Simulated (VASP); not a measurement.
## CaCu3C2: relaxation of cell and atoms with PBE

CaCu3C2:

```
Ca Cu C
1.0
     5.31584    0.00000    0.00000
    -2.65792    4.60365    0.00000
     0.00000    0.00000    3.53096
Ca Cu C
1 3 2
Direct
  0.00000 0.00000 0.00000
  0.00000 0.50000 0.50000
  0.50000 0.50000 0.50000
  0.50000 0.00000 0.50000
  0.33333 0.66667 0.00000
  0.66667 0.33333 0.00000
```

The cell was generated, and may not be a known phase.

- Program: VASP 6.6.1
- Task: relaxation of cell and atoms
- Functional: PBE
- Potentials or basis: VASP PAW PBE potentials, release 64 (Ca_sv, Cu, C)
- Cutoff: 600 eV
- k mesh: 6 × 6 × 6
- Occupations: gaussian, width 0.1 eV
- Spin: no spin polarisation
- Dipole correction: no
- Further INCAR settings: ALGO = Normal; EDIFF = 1e-06; IBRION = 2; EDIFFG = -0.04; NSW = 90; ISIF = 3

```json
{
  "Relaxed volume": "11.83 Å³/atom",
  "Relaxed cell": "a = 5.180 Å, b = 5.180 Å, c = 3.056 Å, α = 90.00°, β = 90.00°, γ = 120.00°",
  "Space group after relaxing (to 0.1 Å)": "P6/mmm (No. 191)",
  "Energy gained by relaxing": "193.4 meV/atom",
  "Ionic steps": "8",
  "Pressure after relaxing": "0.0 GPa",
  "Band gap on the k mesh": "zero (an odd number of electrons rules out a gap without spin polarisation)"
}
```

Stress tensor (GPa, compression positive):
```
 0.11  0.00  0.00
 0.00  0.11  0.00
 0.00  0.00 -0.26
```

Step by step:
```csv
step,energy change (eV),largest force (eV/Å),pressure (GPa),volume (Å³)
1,0.0000,0.0000,-15.58,86.41
2,-1.0234,0.0000,1.88,70.01
3,-1.0234,0.0000,1.47,70.20
4,-1.1339,0.0000,1.50,70.08
5,-1.1518,0.0000,1.90,69.98
6,-1.1536,0.0000,2.02,69.94
7,-1.1579,0.0000,-1.15,71.64
8,-1.1602,0.0000,-0.01,71.00
```

Final structure:
```yaml
crystal:
  lattice:
    - [5.17980, 0.00000, 0.00000]
    - [-2.58990, 4.48584, 0.00000]
    - [0.00000, 0.00000, 3.05551]
  atoms:
    - { symbol: Ca, position: [0.00000, 0.00000, 0.00000] }
    - { symbol: Cu, position: [0.00000, 0.50000, 0.50000] }
    - { symbol: Cu, position: [0.50000, 0.50000, 0.50000] }
    - { symbol: Cu, position: [0.50000, 0.00000, 0.50000] }
    - { symbol: C, position: [0.33333, 0.66667, 0.00000] }
    - { symbol: C, position: [0.66667, 0.33333, 0.00000] }
```

Levels at points of the mesh, in eV from the Fermi level:
```csv
k point,band 22,band 23,band 24,band 25,band 26,band 27,band 28,band 29,band 30
"(0.00, 0.00, 0.00)",-2.38,-2.38,-1.32,-1.32,-1.09,0.71,3.39,3.82,4.57
"(0.50, 0.00, 0.00)",-3.08,-1.79,-0.53,-0.41,0.57,0.71,2.02,2.80,4.22
"(0.00, 0.00, 0.50)",-2.78,-2.78,-2.47,-1.12,-0.19,-0.19,2.00,2.00,4.38
"(0.50, 0.00, 0.50)",-2.77,-2.72,-2.31,0.05,0.11,0.65,1.20,1.73,2.93
```

It took 13 min on 1 thread of Oxide Virtual Turin-like Processor, on a shared host, peak memory 0.25 GiB.

Caveat: the volume moved by over 15 % at a fixed basis, so the end points are rough.
